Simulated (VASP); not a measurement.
# ZnO (rock salt type): single point with PBE

The system is ZnO (rock salt type).

```
CELL_PARAMETERS angstrom
0.00000 2.12023 2.12023
2.12023 0.00000 2.12023
2.12023 2.12023 0.00000
ATOMIC_POSITIONS crystal
Zn 0.00000 0.00000 0.00000
O 0.50000 0.50000 0.50000
```

| Quantity | Value |
| --- | --- |
| Program | VASP 6.6.1 |
| Task | single point |
| Functional | PBE |
| Potentials or basis | VASP PAW PBE potentials, release 64 (Zn, O) |
| Cutoff | 520 eV |
| k mesh | 22 × 22 × 22 |
| Occupations | fermi-dirac, width 0.0612256 eV |
| Spin | no spin polarisation |
| Dipole correction | no |
| Further INCAR settings | ALGO = Normal; EDIFF = 1e-06; NBANDS = 16 |

| Quantity | Value |
| --- | --- |
| Pressure | 13.2 GPa |
| Band gap on the k mesh | 1.00 eV, indirect (least direct gap 2.48 eV) |

Levels at points of the mesh, in eV from the valence-band top:
| k point | band 5 | band 6 | band 7 | band 8 | band 9 | band 10 | band 11 | band 12 | band 13 | band 14 |
| --- | --- | --- | --- | --- | --- | --- | --- | --- | --- | --- |
| (0.00, 0.00, 0.00) | -4.68 | -4.68 | -1.48 | -1.48 | -1.48 | 1.00 | 18.14 | 18.14 | 18.14 | 18.40 |
| (0.50, 0.00, 0.00) | -4.46 | -4.46 | -3.64 | 0.00 | 0.00 | 5.47 | 9.33 | 12.95 | 12.95 | 19.58 |
| (0.50, 0.50, 0.00) | -4.34 | -4.34 | -3.99 | -2.96 | -2.96 | 4.34 | 10.84 | 11.32 | 15.69 | 15.69 |

It took 47 s on 1 thread of Intel(R) Xeon(R) Platinum 8488C (Sapphire Rapids), on a shared host, peak memory 0.21 GiB.

A k mesh can miss the band edges.
